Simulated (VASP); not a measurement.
Mg5CdSe6:

```xyz
12
Lattice="4.3515 -0.0262 -0.0361 -0.0262 4.1827 -0.0884 -0.1524 -0.3731 17.7947" Properties=species:S:1:pos:R:3 pbc="T T T"
Mg   -0.0133    0.0489   11.8866
Mg    2.1620    1.5514   14.7905
Mg    2.1771    2.2259    3.0636
Mg    0.0042   -0.2886    5.9881
Mg    1.9931    1.7841    8.6455
Cd   -0.1611   -0.1382   -0.1232
Se    2.4514   -0.2145   13.1245
Se   -0.4821    1.6821   16.0173
Se    2.1177   -0.0086    1.6453
Se    0.0420    2.0090    4.3052
Se    2.0087   -0.1952    7.7010
Se   -0.1620    1.9615   10.4529
```

| Property | Result |
| --- | --- |
| Program | VASP 6.6.1 |
| Task | relaxation of cell and atoms |
| Functional | PBE |
| Potentials or basis | VASP PAW PBE potentials, release 64 (Mg, Cd, Se) |
| Cutoff | 600 eV |
| k mesh | 4 × 4 × 1 |
| Occupations | gaussian, width 0.1 eV |
| Spin | no spin polarisation |

At the start: pressure 4.3 GPa; volume 26.98 Å³/atom.

Problem. Where does the relaxation end?

Solution. Over 20 steps the energy falls by 290.2 meV/atom and the volume is 27.40 Å³/atom (+1.6 %); space group P1 (No. 1, to 0.1 Å) before, C2 (No. 5, to 0.1 Å).

The path:
```tsv
step	energy change (eV)	largest force (eV/Å)	pressure (GPa)	volume (Å³)
1	0.0000	6.2830	4.28	323.71
2	-2.5201	1.3473	-2.76	358.41
3	-2.5402	1.4097	-2.15	352.65
4	-3.1066	0.7688	-0.83	336.34
5	-3.2299	0.5540	0.55	325.09
6	-3.3342	0.3679	0.17	326.67
7	-3.3548	0.3799	-0.02	327.74
8	-3.3804	0.2838	-0.01	327.74
9	-3.3998	0.2664	0.03	327.73
10	-3.4203	0.2091	0.02	328.01
11	-3.4432	0.2330	-0.02	328.74
12	-3.4634	0.1500	-0.03	328.89
13	-3.4701	0.1335	-0.04	329.03
14	-3.4772	0.0649	0.03	328.58
15	-3.4785	0.0934	0.06	328.28
16	-3.4813	0.0463	-0.04	329.06
17	-3.4815	0.0436	-0.08	329.34
18	-3.4824	0.0312	0.05	328.38
19	-3.4824	0.0304	0.03	328.49
20	-3.4827	0.0224	-0.01	328.77
```

Final structure:
```
CELL_PARAMETERS angstrom
4.27834 0.00071 0.00010
0.00029 4.28063 0.00047
-0.00566 -0.00574 17.95185
ATOMIC_POSITIONS crystal
Mg 0.00355 0.00216 0.66447
Mg 0.50115 0.50104 0.82899
Mg 0.49696 0.49983 0.17100
Mg 0.99992 0.00033 0.33545
Mg 0.50538 0.50301 0.50001
Cd 0.99222 0.99375 0.00010
Se 0.50353 0.00106 0.74667
Se 0.00031 0.49502 0.91051
Se 0.49329 0.99929 0.08967
Se 0.99754 0.49990 0.25319
Se 0.50079 0.00248 0.41774
Se 0.00536 0.50213 0.58220
```
